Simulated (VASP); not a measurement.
Set up this calculation in VASP 6.6.1, as the native input.

| Property | Result |
| --- | --- |
| Task | single point |
| Functional | PBEsol |
| Potentials or basis | VASP PAW PBE potentials, release 64 (Si, Ge_d) |
| Cutoff | 520 eV |
| k mesh | 6 × 6 × 3 |
| Occupations | gaussian, width 0.03 eV |
| Spin | no spin polarisation |
| Dipole correction | no |
| Further INCAR settings | LREAL = Auto; ALGO = Normal; EDIFF = 1e-06; NBANDS = 56 |

The structure of Si7Ge lies in POSCAR:

```
Si7Ge
1.0
    0.0000000000     -5.4591768537      0.0000000000
    0.0000000000      0.0000000000     -5.4591768537
   11.4183537074      0.0000000000      0.0000000000
Si Ge
14 2
Direct
    0.7474023192      0.7474023192      0.6592584619
    0.7474023192      0.7474023192      0.1811530368
    0.5000000000      0.5000000000      0.5384901403
    0.5000000000      0.5000000000      0.0603847152
    0.5000000000      1.0000000000      0.7775428529
    0.5000000000      1.0000000000      0.2994374278
    1.0000000000      0.5000000000      0.7775428529
    1.0000000000      0.5000000000      0.2994374278
    0.7474023192      0.2525976808      0.8958272439
    0.7474023192      0.2525976808      0.4177218188
    0.2525976808      0.7474023192      0.8958272439
    0.2525976808      0.7474023192      0.4177218188
    0.2525976808      0.2525976808      0.6592584619
    0.2525976808      0.2525976808      0.1811530368
    1.0000000000      1.0000000000      0.5384901403
    1.0000000000      1.0000000000      0.0603847152
```

This cell differs from its parent crystal: the distance across one plane changed.

One way to write it, as run:

INCAR

```
  PREC = Accurate
  ENCUT = 520
  EDIFF = 1E-6
  ISMEAR = 0
  SIGMA = 0.03
  LREAL = Auto
  LASPH = True
  NELM = 60
  ALGO = Normal
  ISIF = 2
  LWAVE = False
  LCHARG = False
  GGA = PS
  NBANDS = 56
```

KPOINTS

```
Automatic mesh
0
Gamma
  6 6 3
```

Potentials or basis: VASP PAW PBE potentials, release 64 (Si, Ge_d).

Command:

```sh
$ cat potpaw_PBE.64/Si/POTCAR potpaw_PBE.64/Ge_d/POTCAR > POTCAR
$ mpirun -np 1 vasp_std > vasp.out
```

Results of the run:

```
Pressure               : -2.6 GPa
Largest force          : 2.364 eV/Å
Band gap on the k mesh : zero (bands 42 and 43 overlap by 0.37 eV)
```

Caveat: the cell differs from its parent crystal (the distance across one plane changed); semilocal functionals underestimate gaps, and a narrow one can read as zero; the PAW data sets were made with another functional, which shifts forces and pressure a little.

It took 19 min on 1 thread of AMD EPYC 7R13, with other jobs on the host, peak memory 0.53 GiB.
